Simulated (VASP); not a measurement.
# Bi (I4/mmm) in VASP: further runs, part 2 of 2

VASP 6.6.1.

### 4 Single point, PBEsol+D3(BJ) (27.34 Å³/atom)

File INCAR:

```
PREC = Accurate ; ENCUT = 520
EDIFF = 1E-6 ; ISMEAR = 0
SIGMA = 0.15 ; LREAL = False
LASPH = True ; NELM = 100
ALGO = Fast ; ISIF = 2
LWAVE = False ; LCHARG = True
GGA = PS ; IVDW = 12
LELF = True ; LVHAR = True
NBANDS = 14
```

File KPOINTS:

```
regular mesh
0
Gamma
  18 18 18
```

File POSCAR:

```
Bi
1.0
   -1.7178863811      1.7178863811      2.3163979962
    1.7178863811     -1.7178863811      2.3163979962
    1.7178863811      1.7178863811     -2.3163979962
Bi
1
Direct
    0.0000000000      0.0000000000      0.0000000000
```

Potentials or basis: VASP PAW PBE potentials, release 64 (Bi_d).

The run is started by

```console
cat potpaw_PBE.64/Bi_d/POTCAR > POTCAR
mpirun -np 1 vasp_std > vasp.out
```

OUTCAR:

```text
PREC = Accurate
   ENCUT = 520
   EDIFF = 1E-6
   ISMEAR = 0
   LREAL = False
   LASPH = True
   NELM = 100
   ISIF = 2
   GGA = PS
   IVDW = 12
 IVDW          = 12

 ion  position               nearest neighbor table
   1  0.000  0.000  0.000-

  LATTYP: Found a body centered tetragonal cell.
 ALAT       =     3.4357727622
 C/A-ratio  =     1.3484000000

  Lattice vectors:

 A1 = (  -1.7178863811,   1.7178863811,   2.3163979962)
 A2 = (   1.7178863811,  -1.7178863811,   2.3163979962)
 A3 = (   1.7178863811,   1.7178863811,  -2.3163979962)

Analysis of symmetry for initial positions (statically):
=====================================================================
 Subroutine PRICEL returns:
 Original cell was already a primitive cell.

 Routine SETGRP: Setting up the symmetry group for a
 body centered tetragonal supercell.

 Subroutine GETGRP returns: Found 16 space group operations
 (whereof 16 operations were pure point group operations)
 out of a pool of 16 trial point group operations.

The static configuration has the point symmetry D_4h.

Analysis of symmetry for dynamics (positions and initial velocities):
=====================================================================
 Subroutine PRICEL returns:
 Original cell was already a primitive cell.

 Routine SETGRP: Setting up the symmetry group for a
 body centered tetragonal supercell.

 Subroutine GETGRP returns: Found 16 space group operations
 (whereof 16 operations were pure point group operations)
 out of a pool of 16 trial point group operations.

The dynamic configuration has the point symmetry D_4h.

 Subroutine INISYM returns: Found 16 space group operations
 (whereof 16 operations are pure point group operations),
 and found     1 'primitive' translations

----------------------------------------------------------------------------------------

[... 118 lines left out ...]
   IVDW    =    12    specifies the selected vdW correction
   LEPSILON=     F    determine dielectric tensor
   LRPA    =     F    only Hartree local field effects (RPA)
 non-spin polarized calculation
 RMM-DIIS sequential band-by-band and
 Gauss-broadening in eV      SIGMA  =   0.15
  energy-cutoff  :      520.00
  volume of cell :       27.34
 maximum number of plane-waves:       756
 NGX is ok and might be reduce to    28
   NGX = 13   NGY = 13   NGZ = 13

 number of electron      15.0000002 magnetization

 Free energy of the ion-electron system (eV)
  ---------------------------------------------------
  ext. energy  EPLUGINS =         0.00000000
  ---------------------------------------------------
  free energy    TOTEN  =        -4.10965069 eV

  energy without entropy =       -4.10206312  energy(sigma->0) =       -4.10585691

 E-fermi :   9.5643     XC(G=0): -11.0734

 val. band max:        9.5617575502   @ k =   0.4444   0.4444   0.0556
 cond. band min:       9.5650096755   @ k =  -0.2778   0.2222   0.0000
 fundamental gap:      0.0032521253
 Fermi energy:         9.5643485302

 k-point     1 :       0.0000    0.0000    0.0000
  band No.  band energies     occupation
      1     -13.6020      2.00000
      2     -13.6020      2.00000
      3     -13.5573      2.00000
      4     -13.4973      2.00000
      5     -13.4534      2.00000
      6      -5.0608      2.00000
      7      15.3411      0.00000
      8      15.4268      0.00000
      9      15.4268      0.00000
     10      18.5209      0.00000
     11      19.9579      0.00000
     12      21.0451      0.00000
     13      21.0452      0.00000
     14      21.1936      0.00000
[... 377 lines left out ...]
      1     -13.5983      2.00000
      2     -13.5668      2.00000
      3     -13.5316      2.00000
      4     -13.4815      2.00000
      5     -13.4408      2.00000
      6      -4.1871      2.00000
      7       9.9747      0.00011
      8      13.9976      0.00000
      9      14.4911      0.00000
     10      17.8745      0.00000
     11      19.6531      0.00000
     12      21.4842      0.00000
     13      21.5990      0.00000
     14      23.2283      0.00000

 [... further k-points ...]

------------------------ aborting loop because EDIFF is reached ----------------------------------------

 Edisp (eV)   -0.59975

 E8    (eV) :    -0.4295

  FORCE on cell =-STRESS in cart. coord.  units (eV):
  Direction    XX          YY          ZZ          XY          YZ          ZX
  --------------------------------------------------------------------------------------
  -------------------------------------------------------------------------------------
  Total       0.64393     0.64393     0.54455     0.00000     0.00000     0.00000
  in kB      37.73029    37.73029    31.90695     0.00000     0.00000     0.00000
  external pressure =       35.79 kB  Pullay stress =        0.00 kB

 VOLUME and BASIS-vectors are now :
 -----------------------------------------------------------------------------
  energy-cutoff  :      520.00
  volume of cell :       27.34
      direct lattice vectors                 reciprocal lattice vectors
    -1.717886381  1.717886381  2.316397996     0.000000000  0.291055337  0.215852371
     1.717886381 -1.717886381  2.316397996     0.291055337  0.000000000  0.215852371
     1.717886381  1.717886381 -2.316397996     0.291055337  0.291055337  0.000000000

 POSITION                                       TOTAL-FORCE (eV/Angst)
 -----------------------------------------------------------------------------------
      0.00000      0.00000      0.00000         0.000000      0.000000      0.000000
 -----------------------------------------------------------------------------------
    total drift:                               -0.000000     -0.000000     -0.000000

  FREE ENERGIE OF THE ION-ELECTRON SYSTEM (eV)
  ---------------------------------------------------
  free  energy   TOTEN  =        -4.7093965338 eV

  energy  without entropy=       -4.7018089627  energy(sigma->0) =       -4.70560275
```

OSZICAR:

```text
N       E                     dE             d eps       ncg     rms          rms(c)
DAV:   1     0.112940528479E+03    0.11294E+03   -0.76761E+03 13644   0.129E+03
DAV:   2     0.220578425382E+01   -0.11073E+03   -0.10693E+03 14496   0.344E+02
DAV:   3    -0.397691568734E+01   -0.61827E+01   -0.61554E+01 16772   0.778E+01
DAV:   4    -0.411466066856E+01   -0.13774E+00   -0.13771E+00 17422   0.122E+01
DAV:   5    -0.412046087597E+01   -0.58002E-02   -0.58000E-02 18856   0.230E+00    0.489E-01
RMM:   6    -0.411230858560E+01    0.81523E-02   -0.72966E-03 16722   0.103E+00    0.264E-01
RMM:   7    -0.410966153933E+01    0.26470E-02   -0.59147E-03 16618   0.791E-01    0.696E-02
RMM:   8    -0.410962233490E+01    0.39204E-04   -0.10989E-03 19594   0.394E-01    0.919E-03
RMM:   9    -0.410964845979E+01   -0.26125E-04   -0.27382E-04 22274   0.147E-01    0.923E-03
RMM:  10    -0.410965040773E+01   -0.19479E-05   -0.41586E-05 19018   0.909E-02    0.481E-03
RMM:  11    -0.410965015521E+01    0.25252E-06   -0.20991E-05 20724   0.470E-02    0.197E-03
RMM:  12    -0.410965069126E+01   -0.53605E-06   -0.62429E-06 14985   0.233E-02
   1 F= -.47093965E+01 E0= -.47056027E+01  d E =-.758757E-02
```

stdout:

```text
POSCAR found type information on POSCAR Bi
 POSCAR found :  1 types and       1 ions
 scaLAPACK will be used
 -----------------------------------------------------------------------------
|                                                                             |
|                                                                             |
|     You enforced a specific xc type in the INCAR file but a different       |
|     I HOPE YOU KNOW WHAT YOU ARE DOING!                                     |
|                                                                             |
 -----------------------------------------------------------------------------

 LDA part: xc-table for (Slater+PW92), standard interpolation
 POSCAR, INCAR and KPOINTS ok, starting setup
 FFT: planning ... GRIDC
 FFT: planning ... GRID_SOFT
 FFT: planning ... GRID
 WAVECAR not read
 entering main loop
WARNING in EDDRMM: call to ZHEGV failed, returncode =   6  3     12
WARNING in EDDRMM: call to ZHEGV failed, returncode =   8  4     12
WARNING in EDDRMM: call to ZHEGV failed, returncode =   6  3     13
WARNING in EDDRMM: call to ZHEGV failed, returncode =   6  3     11
WARNING in EDDRMM: call to ZHEGV failed, returncode =   6  3     13
WARNING in EDDRMM: call to ZHEGV failed, returncode =   6  3     12
```

It took 3.4 min on 1 thread of Intel Xeon 8259CL, shared host; peak memory 0.3 GiB.

What came out:

| Quantity | Value |
| --- | --- |
| Free energy | -4.7094 eV |
| Pressure | 3.6 GPa |
| Band gap on the k mesh | zero (an odd number of electrons rules out a gap without spin polarisation) |
| Dispersion energy per atom | -0.600 eV |

Caveat: the cell stands under pressure; the PAW data sets were made with another functional, which shifts forces and pressure a little; spin-orbit coupling is left out, which moves the levels of the heavy elements.

### 5 Single point, PBEsol+D3(BJ) (27.34 Å³/atom)

File INCAR:

```
PREC = Accurate
ENCUT = 520
EDIFF = 1E-7
ISMEAR = 0
SIGMA = 0.15
LREAL = False
LASPH = True
NELM = 100
ALGO = Fast
ISIF = 2
LWAVE = False
LCHARG = False
GGA = PS
IVDW = 12
NBANDS = 14
```

KPOINTS is that of step 4.

File POSCAR:

```
Bi
1.0
   -1.8511779010      1.8511779010      1.9948293061
    1.8511779010     -1.8511779010      1.9948293061
    1.8511779010      1.8511779010     -1.9948293061
Bi
1
Direct
    0.0000000000      0.0000000000      0.0000000000
```

The run is started by

```console
cat potpaw_PBE.64/Bi_d/POTCAR > POTCAR
mpirun -np 1 vasp_std > vasp.out
```

Wall time 1.7 min (1 thread of Intel Xeon 8259CL, shared host); peak memory 0.28 GiB.

It converged, with:

* Free energy: -4.7616 eV
* Pressure: 3.3 GPa
* Band gap on the k mesh: zero (an odd number of electrons rules out a gap without spin polarisation)
* Dispersion energy per atom: -0.600 eV

Stress tensor (GPa, compression positive):
```
3.74 0.00 0.00
0.00 3.74 0.00
0.00 0.00 2.42
```

Levels at points of the mesh, in eV from the Fermi level:
| k point | band 4 | band 5 | band 6 | band 7 | band 8 | band 9 | band 10 | band 11 |
| --- | --- | --- | --- | --- | --- | --- | --- | --- |
| (0.00, 0.00, 0.00) | -22.93 | -22.89 | -14.54 | 5.88 | 6.16 | 6.16 | 9.89 | 10.80 |
| (0.50, 0.00, 0.00) | -22.90 | -22.78 | -10.80 | -5.97 | 2.14 | 4.17 | 6.83 | 8.34 |
| (0.50, 0.50, 0.00) | -22.89 | -22.77 | -10.45 | -5.77 | 1.29 | 2.95 | 5.79 | 7.16 |
| (0.50, 0.50, 0.50) | -22.80 | -22.80 | -8.04 | -2.98 | -1.66 | -1.66 | 3.16 | 3.75 |

Caveat: the cell stands under pressure; the PAW data sets were made with another functional, which shifts forces and pressure a little; spin-orbit coupling is left out, which moves the levels of the heavy elements.

### 6 Overview

```tsv
cell	further INCAR settings	gap on the mesh (eV)	pressure (GPa)
a = 3.304 Å, angles 113.7, 113.7, 101.2°, 1 atom	ALGO = Fast; EDIFF = 1e-07; NBANDS = 14	none	3.4
a = 3.448 Å, angles 123.4, 123.4, 84.2°, 1 atom	ALGO = Fast; EDIFF = 1e-07; NBANDS = 14	none	3.8
a = 3.357 Å, angles 118.4, 118.4, 92.7°, 1 atom	ALGO = Fast; EDIFF = 1e-06; NBANDS = 14	none	3.6
a = 3.291 Å, angles 111.6, 111.6, 105.4°, 1 atom	ALGO = Fast; EDIFF = 1e-07; NBANDS = 14	none	3.3
```

Alike in all rows: task single point; level PBEsol+D3(BJ); potentials or basis VASP PAW PBE potentials, release 64 (Bi_d); no spin polarisation; k mesh 18 × 18 × 18; cutoff (eV) 520; smearing gaussian 0.15 eV.

Caveats: the cell stands under pressure; the PAW data sets were made with another functional, which shifts forces and pressure a little; spin-orbit coupling is left out, which moves the levels of the heavy elements.

Total energies depend on the potentials used, so only differences within one code and one set of settings carry meaning.
